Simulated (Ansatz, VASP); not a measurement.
## Two plane-wave programs on NiO2

INCAR

```
SYSTEM = NiO2
  ALGO = Normal
  EDIFF = 1E-6
  ENCUT = 700
  GGA = PS
  GGA_COMPAT = .FALSE.
  ISIF = 2
  ISMEAR = 0
  LASPH = .TRUE.
  LCHARG = .FALSE.
  LREAL = .FALSE.
  LWAVE = .FALSE.
  NBANDS = 22
  NELM = 120
  PREC = Accurate
  SIGMA = 0.05
```

File KPOINTS:

```
k-points
0
G
  12 12 6
  0 0 0
```

The input POSCAR:

```
NiO2
1.0
    2.7134934025      0.0000000000      0.0000000000
   -1.3567467013      2.3499542196      0.0000000000
    0.0000000000      0.0000000000      5.2343287735
Ni O
1 2
Direct
    0.0000000000      0.0000000000      0.5000000000
    0.6666666667      0.3333333333      0.6373845568
    0.3333333333      0.6666666667      0.3626154432
```

Input for Ansatz:

```yaml
crystal:
  lattice:
    - [2.7134934025, 0.0, 0.0]
    - [-1.3567467013, 2.3499542196, 0.0]
    - [0.0, 0.0, 5.2343287735]
  atoms:
    - { symbol: Ni, position: [0.0, 0.0, 0.5] }
    - { symbol: O, position: [0.6666666667, 0.3333333333, 0.6373845568] }
    - { symbol: O, position: [0.3333333333, 0.6666666667, 0.3626154432] }
basis:
  ecutwfc: 520.0
kpoints:
  mp_grid: { grid: [12, 12, 6] }
hamiltonian:
  xc: pbesol
scf:
  occupations: { method: gaussian, width: 0.05 }
output:
  forces: true
  stress: true
  eigenvalues: true
```

Alike in both runs: task single point; functional PBEsol; k mesh 12 × 12 × 6; occupations gaussian, width 0.05 eV; no spin polarisation.

|  | VASP | Ansatz |
| --- | --- | --- |
| version | VASP 6.6.1 | Ansatz 0.2.0 |
| potentials or method | VASP PAW PBE potentials, release 64 (Ni_sv_GW, O), cutoff 700 eV | scalar-relativistic, plane waves, PAW |
| valence electrons in the cell | 30 | 30 |

|  | VASP | Ansatz | Ansatz less VASP |
| --- | --- | --- | --- |
| gap on the k mesh at the Fermi level (eV) | 1.10 | 1.11 | +0.010 |
| least direct gap on the mesh (eV) | 1.76 | 1.77 | +0.006 |
| rms of the force components (eV/Å) | 2.979 | 2.952 | -0.0260 |

VASP's potentials were made for PBE, not for PBEsol. Atom by atom the forces differ by 0.026 eV/Å (rms over components). With one functional, cell and mesh, what is left measures potentials, basis and numerics.
